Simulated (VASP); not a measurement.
# Ni (Fm-3m) in VASP: a series of runs, part 2 of 2

VASP 6.6.1. The steps go on from the part before.

**5. Single point, r2SCAN, collinear spin, ferromagnetic start**

The input, POSCAR:

```
Ni
1.0
    0.0000000000      1.7603666700      1.7603666700
    1.7603666700      0.0000000000      1.7603666700
    1.7603666700      1.7603666700      0.0000000000
Ni
1
Direct
    0.0000000000      0.0000000000      0.0000000000
```

The input, INCAR.step1:

```
PREC     = Accurate       # precision mode
ENCUT    = 520            # plane-wave cutoff, eV
ISMEAR   = -1             # smearing method
SIGMA    = 0.1            # smearing width, eV
LREAL    = F              # projectors in reciprocal space
LASPH    = T              # aspherical terms in the spheres
NELM     = 150            # most SCF steps
ISPIN    = 2              # spin polarisation
MAGMOM   = 0.79           # initial moments
NUPDOWN  = 0.79           # fixed moment
LMAXMIX  = 4              # l up to which the mixer works
NBANDS   = 15             # bands
GGA      = PE             # functional
ALGO     = Normal         # electronic algorithm
EDIFF    = 1E-4           # SCF threshold, eV
LWAVE    = T              # write WAVECAR
LCHARG   = F              # write CHGCAR
```

The input, INCAR.step2:

```
PREC     = Accurate       # precision mode
ENCUT    = 520            # plane-wave cutoff, eV
EDIFF    = 1E-7           # SCF threshold, eV
ISMEAR   = -1             # smearing method
SIGMA    = 0.1            # smearing width, eV
LREAL    = F              # projectors in reciprocal space
LASPH    = T              # aspherical terms in the spheres
NELM     = 150            # most SCF steps
ALGO     = Normal         # electronic algorithm
ISIF     = 2              # what is computed and relaxed
LWAVE    = F              # write WAVECAR
LCHARG   = T              # write CHGCAR
ISPIN    = 2              # spin polarisation
MAGMOM   = 0.79           # initial moments
LORBIT   = 11             # projections on sites
NUPDOWN  = 0.79           # fixed moment
LMAXMIX  = 4              # l up to which the mixer works
METAGGA  = R2SCAN         # meta-GGA
LMIXTAU  = T            
LELF     = T              # ELF
LVHAR    = T            
NBANDS   = 15             # bands
ISTART   = 1
```

The input, KPOINTS:

```
regular mesh
0
Gamma
  14 14 14
```

Potentials or basis: VASP PAW PBE potentials, release 64 (Ni).

Started as:

```sh
$ cat potpaw_PBE.64/Ni/POTCAR > POTCAR
$ cp INCAR.step1 INCAR
$ mpirun -np 1 vasp_std > vasp.out
$ cp INCAR.step2 INCAR
$ mpirun -np 1 vasp_std > vasp.out
```

OUTCAR:

```text
PREC = Accurate
   ENCUT = 520
   EDIFF = 1E-7
   ISMEAR = -1
   LREAL = F
   LASPH = T
   NELM = 150
   ISIF = 2
   ISPIN = 2
   LORBIT = 11
   NUPDOWN = 0.79
   METAGGA = R2SCAN
   ISTART = 1

 ion  position               nearest neighbor table
   1  0.000  0.000  0.000-

  LATTYP: Found a face centered cubic cell.
 ALAT       =     3.5207333400

  Lattice vectors:

 A1 = (   0.0000000000,   1.7603666700,   1.7603666700)
 A2 = (   1.7603666700,   0.0000000000,   1.7603666700)
 A3 = (   1.7603666700,   1.7603666700,   0.0000000000)

Analysis of symmetry for initial positions (statically):
=====================================================================
 Subroutine PRICEL returns:
 Original cell was already a primitive cell.

 Routine SETGRP: Setting up the symmetry group for a
 face centered cubic supercell.

 Subroutine GETGRP returns: Found 48 space group operations
 (whereof 48 operations were pure point group operations)
 out of a pool of 48 trial point group operations.

The static configuration has the point symmetry O_h .

Analysis of symmetry for dynamics (positions and initial velocities):
=====================================================================
 Subroutine PRICEL returns:
 Original cell was already a primitive cell.

 Routine SETGRP: Setting up the symmetry group for a
 face centered cubic supercell.

 Subroutine GETGRP returns: Found 48 space group operations
 (whereof 48 operations were pure point group operations)
 out of a pool of 48 trial point group operations.

The dynamic configuration has the point symmetry O_h .

Analysis of structural, dynamic, and magnetic symmetry:
=====================================================================
 Subroutine PRICEL returns:
 Original cell was already a primitive cell.

 Routine SETGRP: Setting up the symmetry group for a
 face centered cubic supercell.

 Subroutine GETGRP returns: Found 48 space group operations
 (whereof 48 operations were pure point group operations)
 out of a pool of 48 trial point group operations.

The overall configuration has the point symmetry O_h .

 Subroutine INISYM returns: Found 48 space group operations
 (whereof 48 operations are pure point group operations),
 and found     1 'primitive' translations

----------------------------------------------------------------------------------------

                                     Primitive cell

  volume of cell :      10.9104

  direct lattice vectors                    reciprocal lattice vectors
     0.000000000  1.760366670  1.760366670    -0.284031735  0.284031735  0.284031735
     1.760366670  0.000000000  1.760366670     0.284031735 -0.284031735  0.284031735
     1.760366670  1.760366670  0.000000000     0.284031735  0.284031735 -0.284031735

  length of vectors
     2.489534419  2.489534419  2.489534419     0.491957396  0.491957396  0.491957396

  position of ions in fractional coordinates (direct lattice)
     0.000000000  0.000000000  0.000000000

  ion indices of the primitive-cell ions
   primitive index   ion index
                 1           1

----------------------------------------------------------------------------------------

 KPOINTS: regular mesh

Automatic generation of k-mesh.
 Grid dimensions read from file:
 generate k-points for:   14   14   14

 Generating k-lattice:

  Cartesian coordinates                     Fractional coordinates (reciprocal lattice)
    -0.020287981  0.020287981  0.020287981     0.071428571  0.000000000  0.000000000
[... 65 lines left out ...]
   ISIF   =      2    stress and relaxation
   ISYM   =      2    0-nonsym 1-usesym 2-fastsym
   POTIM  = 0.5000    time-step for ionic-motion
   TEBEG  =    0.0;   TEEND  =   0.0 temperature during run
   PSTRESS=    0.0 pullay stress
   NELECT =      10.0000    total number of electrons
   NUPDOWN=       0.7900    fix difference up-down
   EMIN   =  10.00;   EMAX   =-10.00  energy-range for DOS
   EFERMI =   0.00;   METHOD = LEGACY
   ISMEAR =    -1;   SIGMA  =   0.10  broadening in eV -4-tet -1-fermi 0-gaus
   EFERMI_NEDOS =   21; number of points for ismear=-14 and -15
   IALGO  =     38    algorithm
   IMIX   =      4    mixing-type and parameters
     AMIX     =   0.40;   BMIX     =  1.00
     AMIX_MAG =   1.60;   BMIX_MAG =  1.00
  volume/ion in A,a.u.               =      10.91        73.63
  Fermi-wavevector in a.u.,A,eV,Ry     =   1.590236  3.005111 34.407118  2.528852
  Thomas-Fermi vector in A             =   2.688962
   LORBIT       =     11    0 simple, 1 ext, 2 COOP (PROOUT), +10 PAW based schemes
   METAGGA = R2SCAN    functional components
   LHFCALC =     F    Hartree Fock is set to
   AEXX    =    0.0000 exact exchange contribution
   IVDW    =     0    specifies the selected vdW correction
   LEPSILON=     F    determine dielectric tensor
   LRPA    =     F    only Hartree local field effects (RPA)
 spin polarized calculation
  energy-cutoff  :      520.00
  volume of cell :       10.91
 maximum number of plane-waves:       306
   NGX =  9   NGY =  9   NGZ =  9

 number of electron      10.0000009 magnetization       0.7900002

 Free energy of the ion-electron system (eV)
  ---------------------------------------------------
  ext. energy  EPLUGINS =         0.00000000
  ---------------------------------------------------
  free energy    TOTEN  =       -11.95383143 eV

  energy without entropy =      -11.91268620  energy(sigma->0) =      -11.93325881

 E-fermi :   9.2604     XC(G=0): -14.3743

 val. band max:        9.4134828118   @ k =   0.4286   0.2143   0.0000
 cond. band min:       9.3173118994   @ k =   0.3571   0.1429   0.0714
 fundamental gap:     -0.0961709125
 Fermi energy:         9.4916155317

 spin component 1

 k-point     1 :       0.0000    0.0000    0.0000
  band No.  band energies     occupation
      1      -0.1188      1.00000
      2       6.2813      1.00000
      3       6.2813      1.00000
      4       6.2813      1.00000
      5       7.5693      1.00000
      6       7.5693      1.00000
      7      33.7882      0.00000
      8      37.9113      0.00000
      9      37.9113      0.00000
     10      37.9116      0.00000
     11      40.5092      0.00000
     12      40.5092      0.00000
     13      40.5092      0.00000
     14      43.9870      0.00000
[... 403 lines left out ...]
      4       6.8012      1.00000
      5       7.4928      1.00000
      6       7.8751      1.00000
      7      25.1802      0.00000
      8      30.9853      0.00000
      9      31.6339      0.00000
     10      34.4561      0.00000
     11      39.8034      0.00000
     12      43.8401      0.00000
     13      45.9084      0.00000
     14      48.0329      0.00000
     15      51.2505      0.00000

 [... further k-points ...]

 spin component 2

 k-point     1 :       0.0000    0.0000    0.0000
  band No.  band energies     occupation
      1      -0.3561      1.00000
      2       7.7019      1.00000
      3       7.7020      1.00000
      4       7.7020      1.00000
      5       8.3917      0.99983
      6       8.3917      0.99983
      7      33.5384      0.00000
      8      38.0463      0.00000
      9      38.0465      0.00000
     10      38.0465      0.00000
     11      40.8462      0.00000
     12      40.8462      0.00000
     13      40.8462      0.00000
     14      44.0945      0.00000
[... 403 lines left out ...]
      4       8.0624      0.99999
      5       8.6880      0.99674
      6       8.9193      0.96805
      7      25.4133      0.00000
      8      31.2239      0.00000
      9      31.6629      0.00000
     10      34.6618      0.00000
     11      40.1744      0.00000
     12      44.0285      0.00000
     13      46.1569      0.00000
     14      48.3841      0.00000
     15      53.0337      0.00000

 [... further k-points ...]
[... 5 lines left out ...]
  --------------------------------------------------------------------------------------
  -------------------------------------------------------------------------------------
  Total       -0.4226095     -0.4226095     -0.4226095     -0.0000000     -0.0000000     -0.0000000
  in kB      -62.0598130    -62.0598130    -62.0598130     -0.0000000     -0.0000000     -0.0000000
  external PRESSURE =     -62.0598130 kB  Pullay stress =       0.0000000 kB

 VOLUME and BASIS-vectors are now :
 -----------------------------------------------------------------------------
  energy-cutoff  :      520.00
  volume of cell :       10.91
      direct lattice vectors                 reciprocal lattice vectors
     0.000000000  1.760366670  1.760366670    -0.284031735  0.284031735  0.284031735
     1.760366670  0.000000000  1.760366670     0.284031735 -0.284031735  0.284031735
     1.760366670  1.760366670  0.000000000     0.284031735  0.284031735 -0.284031735

 POSITION                                       TOTAL-FORCE (eV/Angst)
 -----------------------------------------------------------------------------------
      0.00000      0.00000      0.00000         0.000000      0.000000      0.000000
 -----------------------------------------------------------------------------------
    total drift:                                0.000000     -0.000000      0.000000

  FREE ENERGIE OF THE ION-ELECTRON SYSTEM (eV)
  ---------------------------------------------------
  free  energy   TOTEN  =       -11.9538314259 eV

  energy  without entropy=      -11.9126861985  energy(sigma->0) =      -11.93325881

 total charge

# of ion       s       p       d       tot
------------------------------------------
    1        0.515   0.521   8.302   9.338

 magnetization (x)

# of ion       s       p       d       tot
------------------------------------------
    1       -0.008  -0.038   0.857   0.812
```

It took 74 s on 1 thread of Intel Xeon 6975P-C (Granite Rapids), shared host; peak memory 0.15 GiB.

What came out:

* Free energy: -11.9538 eV
* Pressure: -6.2 GPa
* Net moment: 0.79 μB per cell
* Site moments: Ni +0.81 μB
* Valence electrons inside the program's atomic spheres: Ni 9.34

Caveat: the cell stands under tension; the PAW data sets were made with another functional, which shifts forces and pressure a little; the total moment is fixed, so each spin has its own Fermi level and the state may be an excited one.

**6. Single point, r2SCAN, collinear spin, ferromagnetic start**

POSCAR is that of step 5.

Changes to INCAR.step1 since step 5:

```diff
@@ -8,4 +8,4 @@
 ISPIN    = 2              # spin polarisation
-MAGMOM   = 0.79           # initial moments
-NUPDOWN  = 0.79           # fixed moment
+MAGMOM   = 1.32           # initial moments
+NUPDOWN  = 1.32           # fixed moment
 LMAXMIX  = 4              # l up to which the mixer works
```

Changes to INCAR.step2 since step 5:

```diff
@@ -11,7 +11,7 @@
 LWAVE    = F              # write WAVECAR
-LCHARG   = T              # write CHGCAR
+LCHARG   = F              # write CHGCAR
 ISPIN    = 2              # spin polarisation
-MAGMOM   = 0.79           # initial moments
+MAGMOM   = 1.32           # initial moments
 LORBIT   = 11             # projections on sites
-NUPDOWN  = 0.79           # fixed moment
+NUPDOWN  = 1.32           # fixed moment
 LMAXMIX  = 4              # l up to which the mixer works
@@ -19,4 +19,2 @@
 LMIXTAU  = T            
-LELF     = T              # ELF
-LVHAR    = T            
 NBANDS   = 15             # bands
```

KPOINTS is that of step 5.

Potentials or basis: VASP PAW PBE potentials, release 64 (Ni).

Started as:

```sh
$ cat potpaw_PBE.64/Ni/POTCAR > POTCAR
$ cp INCAR.step1 INCAR
$ mpirun -np 1 vasp_std > vasp.out
$ cp INCAR.step2 INCAR
$ mpirun -np 1 vasp_std > vasp.out
```

OUTCAR:

```text
PREC = Accurate
   ENCUT = 520
   EDIFF = 1E-7
   ISMEAR = -1
   LREAL = F
   LASPH = T
   NELM = 150
   ISIF = 2
   ISPIN = 2
   LORBIT = 11
   NUPDOWN = 1.32
   METAGGA = R2SCAN
   ISTART = 1

 ion  position               nearest neighbor table
   1  0.000  0.000  0.000-

  LATTYP: Found a face centered cubic cell.
 ALAT       =     3.5207333400

  Lattice vectors:

 A1 = (   0.0000000000,   1.7603666700,   1.7603666700)
 A2 = (   1.7603666700,   0.0000000000,   1.7603666700)
 A3 = (   1.7603666700,   1.7603666700,   0.0000000000)

Analysis of symmetry for initial positions (statically):
=====================================================================
 Subroutine PRICEL returns:
 Original cell was already a primitive cell.

 Routine SETGRP: Setting up the symmetry group for a
 face centered cubic supercell.

 Subroutine GETGRP returns: Found 48 space group operations
 (whereof 48 operations were pure point group operations)
 out of a pool of 48 trial point group operations.

The static configuration has the point symmetry O_h .

Analysis of symmetry for dynamics (positions and initial velocities):
=====================================================================
 Subroutine PRICEL returns:
 Original cell was already a primitive cell.

 Routine SETGRP: Setting up the symmetry group for a
 face centered cubic supercell.

 Subroutine GETGRP returns: Found 48 space group operations
 (whereof 48 operations were pure point group operations)
 out of a pool of 48 trial point group operations.

The dynamic configuration has the point symmetry O_h .

Analysis of structural, dynamic, and magnetic symmetry:
=====================================================================
 Subroutine PRICEL returns:
 Original cell was already a primitive cell.

 Routine SETGRP: Setting up the symmetry group for a
 face centered cubic supercell.

 Subroutine GETGRP returns: Found 48 space group operations
 (whereof 48 operations were pure point group operations)
 out of a pool of 48 trial point group operations.

The overall configuration has the point symmetry O_h .

 Subroutine INISYM returns: Found 48 space group operations
 (whereof 48 operations are pure point group operations),
 and found     1 'primitive' translations
[... 152 lines left out ...]
      2       5.6494      1.00000
      3       5.6494      1.00000
      4       5.6494      1.00000
      5       6.9894      1.00000
      6       6.9894      1.00000
      7      33.6333      0.00000
      8      37.7860      0.00000
      9      37.7860      0.00000
     10      37.7863      0.00000
     11      40.2516      0.00000
     12      40.2516      0.00000
     13      40.2516      0.00000
     14      43.8162      0.00000
[... 403 lines left out ...]
      4       6.1683      1.00000
      5       6.9031      1.00000
      6       7.2726      1.00000
      7      24.9050      0.00000
      8      30.7728      0.00000
      9      31.4006      0.00000
     10      34.2400      0.00000
     11      39.6205      0.00000
     12      43.6804      0.00000
     13      45.7661      0.00000
     14      47.7544      0.00000
     15      49.8924      0.00000

 [... further k-points ...]

 spin component 2

 k-point     1 :       0.0000    0.0000    0.0000
  band No.  band energies     occupation
      1      -0.2183      1.00000
      2       7.7328      0.99999
      3       7.7328      0.99999
      4       7.7329      0.99999
      5       8.2472      0.99906
      6       8.2473      0.99906
      7      33.7416      0.00000
      8      38.2029      0.00000
      9      38.2031      0.00000
     10      38.2031      0.00000
     11      40.9558      0.00000
     12      40.9558      0.00000
     13      40.9558      0.00000
     14      44.4179      0.00000
[... 403 lines left out ...]
      4       8.0088      0.99991
      5       8.6836      0.93106
      6       8.8531      0.71269
      7      25.5297      0.00000
      8      31.3428      0.00000
      9      31.8434      0.00000
     10      34.7953      0.00000
     11      40.3083      0.00000
     12      44.2097      0.00000
     13      46.3379      0.00000
     14      48.5592      0.00000
     15      53.1552      0.00000

 [... further k-points ...]
[... 5 lines left out ...]
  --------------------------------------------------------------------------------------
  -------------------------------------------------------------------------------------
  Total        0.0991277      0.0991277      0.0991277     -0.0000000     -0.0000000      0.0000000
  in kB       14.5568079     14.5568079     14.5568079     -0.0000000     -0.0000000      0.0000000
  external PRESSURE =      14.5568079 kB  Pullay stress =       0.0000000 kB

 VOLUME and BASIS-vectors are now :
 -----------------------------------------------------------------------------
  energy-cutoff  :      520.00
  volume of cell :       10.91
      direct lattice vectors                 reciprocal lattice vectors
     0.000000000  1.760366670  1.760366670    -0.284031735  0.284031735  0.284031735
     1.760366670  0.000000000  1.760366670     0.284031735 -0.284031735  0.284031735
     1.760366670  1.760366670  0.000000000     0.284031735  0.284031735 -0.284031735

 POSITION                                       TOTAL-FORCE (eV/Angst)
 -----------------------------------------------------------------------------------
      0.00000      0.00000      0.00000        -0.000000     -0.000000     -0.000000
 -----------------------------------------------------------------------------------
    total drift:                                0.000000     -0.000000      0.000000

  FREE ENERGIE OF THE ION-ELECTRON SYSTEM (eV)
  ---------------------------------------------------
  free  energy   TOTEN  =       -11.6523334979 eV

  energy  without entropy=      -11.6211288291  energy(sigma->0) =      -11.63673116

 total charge

# of ion       s       p       d       tot
------------------------------------------
    1        0.538   0.581   8.193   9.312

 magnetization (x)

# of ion       s       p       d       tot
------------------------------------------
    1        0.023   0.044   1.234   1.301
```

Wall time 81 s (1 thread of Intel Xeon 6975P-C (Granite Rapids), shared host); peak memory 0.15 GiB.

What came out:

| Property | Result |
| --- | --- |
| Free energy | -11.6523 eV |
| Pressure | 1.5 GPa |
| Net moment | 1.32 μB per cell |
| Site moments | Ni +1.30 μB |
| Valence electrons inside the program's atomic spheres | Ni 9.31 |

Caveat: the PAW data sets were made with another functional, which shifts forces and pressure a little; the total moment is fixed, so each spin has its own Fermi level and the state may be an excited one.

**7. The runs side by side**

```tsv
fixed moment (μB)	pressure (GPa)	moment (μB)
1.58	7.1	1.58
2.11	24.4	2.11
0.26	-8.5	0.26
0.79	-6.2	0.79
1.32	1.5	1.32
```

Alike in all rows: task single point; level r2SCAN; potentials or basis VASP PAW PBE potentials, release 64 (Ni); spin collinear, ferromagnetic start; cell as given; k mesh 14 × 14 × 14; cutoff (eV) 520; smearing fermi-dirac 0.1 eV.

Caveats: the PAW data sets were made with another functional, which shifts forces and pressure a little; the total moment is fixed, so each spin has its own Fermi level and the state may be an excited one; the cell stands under pressure (at least some runs); the cell stands under tension (at least some runs).

Total energies depend on the potentials used, so only differences within one code and one set of settings carry meaning.
